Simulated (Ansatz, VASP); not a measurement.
# LaScCl6 in VASP and in Ansatz

Contents of INCAR:

```
SYSTEM = LaScCl6
ALGO = Normal ; EDIFF = 1E-7
ENCUT = 520 ; ISIF = 2
ISMEAR = 0 ; LASPH = .True.
LCHARG = .False. ; LREAL = .False.
LWAVE = .False. ; NBANDS = 42
NELM = 60 ; PREC = Accurate
SIGMA = 0.02
```

The input KPOINTS:

```
k-points
0
Gamma
  4 4 4
  0 0 0
```

File POSCAR:

```
LaScCl6
1.0
    0.0000000000      5.2860483040      5.2860483040
    5.2860483040      0.0000000000      5.2860483040
    5.2860483040      5.2860483040      0.0000000000
La Sc Cl
1 1 6
Direct
    0.0000000000      0.0000000000      0.0000000000
    0.5000000000      0.5000000000      0.5000000000
    0.2636773357      0.7363226643      0.7363226643
    0.7363226643      0.2636773357      0.2636773357
    0.7363226643      0.2636773357      0.7363226643
    0.2636773357      0.7363226643      0.2636773357
    0.7363226643      0.7363226643      0.2636773357
    0.2636773357      0.2636773357      0.7363226643
```

Input for Ansatz:

```yaml
crystal:
  lattice:
    - [0.0, 5.286048304, 5.286048304]
    - [5.286048304, 0.0, 5.286048304]
    - [5.286048304, 5.286048304, 0.0]
  atoms:
    - { symbol: La, position: [0.0, 0.0, 0.0] }
    - { symbol: Sc, position: [0.5, 0.5, 0.5] }
    - { symbol: Cl, position: [0.2636773357, 0.7363226643, 0.7363226643] }
    - { symbol: Cl, position: [0.7363226643, 0.2636773357, 0.2636773357] }
    - { symbol: Cl, position: [0.7363226643, 0.2636773357, 0.7363226643] }
    - { symbol: Cl, position: [0.2636773357, 0.7363226643, 0.2636773357] }
    - { symbol: Cl, position: [0.7363226643, 0.7363226643, 0.2636773357] }
    - { symbol: Cl, position: [0.2636773357, 0.2636773357, 0.7363226643] }
basis:
  ecutwfc: 420
kpoints:
  mp_grid: { grid: [4, 4, 4] }
  band_path:
    path:
      - [[0.0, 0.0, 0.0], [0.5, 0.0, 0.5], [0.625, 0.25, 0.625]]
      - [[0.375, 0.375, 0.75], [0.0, 0.0, 0.0], [0.5, 0.5, 0.5], [0.5, 0.25, 0.75], [0.5, 0.0, 0.5]]
    npoints: 14
hamiltonian:
  xc: lda
scf:
  occupations: { method: gaussian, width: 0.02 }
  n_extra_bands: 20
output:
  forces: true
  stress: true
  eigenvalues: true
  populations: true
  dos: { projected: true, de: 0.02, nscf_kmesh: { grid: [6, 6, 6] } }
  bader: true
  write_density: true
  write_potential: true
  elf: true
  volumetric_format: npy
```

Alike in both runs: task single point; functional LDA; k mesh 4 × 4 × 4; occupations gaussian, width 0.02 eV; no spin polarisation.

|  | VASP | Ansatz |
| --- | --- | --- |
| version | VASP 6.6.1 | Ansatz 0.2.0 |
| potentials or method | VASP PAW LDA potentials, release 64 (La, Sc_sv, Cl), cutoff 520 eV | scalar-relativistic, plane waves, PAW |
| valence electrons in the cell | 64 | 64 |

Ansatz gave:

* gap on the k mesh at the Fermi level (eV): 3.17
* least direct gap on the mesh (eV): 3.17
* pressure (GPa): -2.6
* rms of the force components (eV/Å): 0.042

Problem. What did VASP give for the same quantities?

Solution. gap on the k mesh at the Fermi level (eV): 3.18; least direct gap on the mesh (eV): 3.18; pressure (GPa): -2.6; rms of the force components (eV/Å): 0.029.

LDA's correlation is that of Perdew and Zunger in VASP and of Perdew and Wang (1992) in Ansatz. Atom by atom the forces differ by 0.013 eV/Å (rms over components).

Neither program's run includes spin-orbit coupling.
